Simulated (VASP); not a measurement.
Write the native input for VASP 6.6.1 that does the following.

- Task: single point
- Functional: PBE0
- Potentials or basis: VASP PAW PBE potentials, release 64 (S, Be)
- Cutoff: 520 eV
- k mesh: 6 × 6 × 6
- Occupations: fermi-dirac, width 0.05 eV
- Spin: no spin polarisation
- Dipole correction: no
- Grid for exact exchange (PRECFOCK): Normal
- Further INCAR settings: ALGO = Normal; EDIFF = 1e-07; NBANDS = 11

The system is BeS.

```
S Be
1.0
     0.00000    2.47256    2.47256
     2.47256    0.00000    2.47256
     2.47256    2.47256    0.00000
S Be
1 1
Direct
  0.75000 0.75000 0.75000
  0.00000 0.00000 0.00000
```

These files were run (other wordings do the same):

POSCAR

```
BeS
1.0
    0.0000000000      2.4725610944      2.4725610944
    2.4725610944      0.0000000000      2.4725610944
    2.4725610944      2.4725610944      0.0000000000
S Be
1 1
Direct
    0.7500000000      0.7500000000      0.7500000000
    0.0000000000      0.0000000000      0.0000000000
```

INCAR.step1

```
PREC = Accurate ; ENCUT = 520
EDIFF = 1E-5 ; ISMEAR = -1
SIGMA = 0.05 ; LREAL = False
LASPH = True ; NELM = 80
ALGO = Normal ; ISIF = 2
LWAVE = True ; GGA = PE
NBANDS = 11
```

INCAR.step2

```
PREC = Accurate ; ENCUT = 520
EDIFF = 1E-7 ; ISMEAR = -1
SIGMA = 0.05 ; LREAL = False
LASPH = True ; NELM = 80
ALGO = Normal ; ISIF = 2
LWAVE = False ; LCHARG = True
GGA = PE ; LHFCALC = True
AEXX = 0.25 ; PRECFOCK = Normal
LELF = True ; LVHAR = True
ISTART = 1 ; NBANDS = 11
```

KPOINTS

```
Automatic mesh
0
Gamma
  6 6 6
```

Potentials or basis: VASP PAW PBE potentials, release 64 (S, Be).

Run with:

```console
$ cat potpaw_PBE.64/S/POTCAR potpaw_PBE.64/Be/POTCAR > POTCAR
$ cp INCAR.step1 INCAR
$ mpirun -np 1 vasp_std > vasp.out
$ cp INCAR.step2 INCAR
$ mpirun -np 1 vasp_std > vasp.out
```

Results of the run:

```json
{
 "Pressure": "-5.2 GPa",
 "Band gap on the k mesh": "4.90 eV, indirect (least direct gap 7.28 eV)"
}
```

Caveat: the PAW data sets were made with another functional, which shifts forces and pressure a little.

Wall time 16 min on 1 thread of AMD EPYC 7R13, with other jobs on the host, peak memory 0.13 GiB.
